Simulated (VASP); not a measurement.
The system is Mg.

```xyz
2
Lattice="3.2093 0.0000 0.0000 -1.6046 2.7793 0.0000 0.0000 0.0000 5.2103" Properties=species:S:1:pos:R:3 pbc="T T T"
Mg    1.6047    0.9264    3.9077
Mg    0.0000    1.8529    1.3026
```

* Program: VASP 6.6.1
* Task: relaxation of cell and atoms
* Functional: RPBE
* Potentials or basis: VASP PAW PBE potentials, release 64 (Mg)
* Cutoff: 600 eV
* k mesh: 10 × 10 × 5
* Occupations: fermi-dirac, width 0.05 eV
* Spin: no spin polarisation

At the start: pressure 0.6 GPa; volume 23.24 Å³/atom.

Q: How do energy, volume and symmetry change on relaxing?

A: Over 7 steps the energy falls by 3.0 meV/atom and the volume is 23.65 Å³/atom (+1.8 %); space group P6_3/mmc (No. 194, to 0.05 Å).

The path:
```csv
step,energy change (eV),largest force (eV/Å),pressure (GPa),volume (Å³)
1,0.0000,0.0000,0.57,46.47
2,-0.0028,0.0000,0.16,47.03
3,-0.0030,0.0000,-0.78,48.42
4,-0.0044,0.0000,-0.31,47.70
5,-0.0058,0.0000,-0.24,47.62
6,-0.0058,0.0000,-0.23,47.61
7,-0.0060,0.0000,-0.03,47.31
```

Final structure:
```
Mg
1.0
     3.19718    0.00000    0.00000
    -1.59859    2.76884    0.00000
     0.00000    0.00000    5.34427
Mg
2
Direct
  0.66667 0.33333 0.75000
  0.33333 0.66667 0.25000
```

Caveat: the PAW data sets were made with another functional, which shifts forces and pressure a little.
